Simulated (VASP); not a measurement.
Wanted: the native input for a VASP 6.6.1 run.

* Task: relaxation of cell and atoms
* Functional: PBEsol
* Potentials or basis: VASP PAW PBE potentials, release 64 (Fe, Ni)
* Cutoff: 600 eV
* k mesh: 6 × 6 × 6
* Occupations: gaussian, width 0.1 eV
* Spin: collinear spin, ferromagnetic start
* Starting moments: [3.2, 0.78, 0.78, 0.78] μB
* Dipole correction: no
* Further INCAR settings: ALGO = Fast; EDIFF = 1e-07; IBRION = 2; EDIFFG = -0.05; NSW = 100; ISIF = 3

The structure of FeNi3 lies in POSCAR:

```
FeNi3
1.0
    3.5450000000      0.0000000000      0.0000000000
    0.0000000000      3.5450000000      0.0000000000
    0.0000000000      0.0000000000      3.5450000000
Fe Ni
1 3
Direct
    0.0000000000      0.0000000000      0.0000000000
    0.0000000000      0.5000000000      0.5000000000
    0.5000000000      0.0000000000      0.5000000000
    0.5000000000      0.5000000000      0.0000000000
```

One way to write it, as run:

INCAR

```
PREC = Accurate
ENCUT = 600
EDIFF = 1E-7
ISMEAR = 0
SIGMA = 0.1
LREAL = F
LASPH = T
NELM = 150
ALGO = Fast
ISIF = 3
LWAVE = F
LCHARG = F
ISPIN = 2
MAGMOM = 3.2 0.78 0.78 0.78
LORBIT = 11
LMAXMIX = 4
GGA = PS
IBRION = 2
NSW = 100
EDIFFG = -0.05
```

KPOINTS

```
Automatic mesh
0
Gamma
  6 6 6
```

Potentials or basis: VASP PAW PBE potentials, release 64 (Fe, Ni).

The run is started by

```sh
$ cat potpaw_PBE.64/Fe/POTCAR potpaw_PBE.64/Ni/POTCAR > POTCAR
$ mpirun -np 1 vasp_std > vasp.out
```

It gave:

The relaxed volume is 10.63 Å³/atom. The relaxed cell is a = 3.490 Å, b = 3.490 Å, c = 3.490 Å, α = 90.00°, β = 90.00°, γ = 90.00° and the space group after relaxing (to 0.05 Å) is Pm-3m (No. 221). The energy gained by relaxing is 16.0 meV/atom, the ionic steps are 3 and the pressure after relaxing is -0.1 GPa. The net moment is 4.86 μB per cell and the site moments are Fe +2.86; Ni +0.66 μB. The valence electrons inside the program's atomic spheres are Fe 7.19; Ni 9.43.

Caveat: the PAW data sets were made with another functional, which shifts forces and pressure a little.

It took 4.2 min on 1 thread of Oxide Virtual Turin-like Processor, on a shared host, peak memory 0.17 GiB.
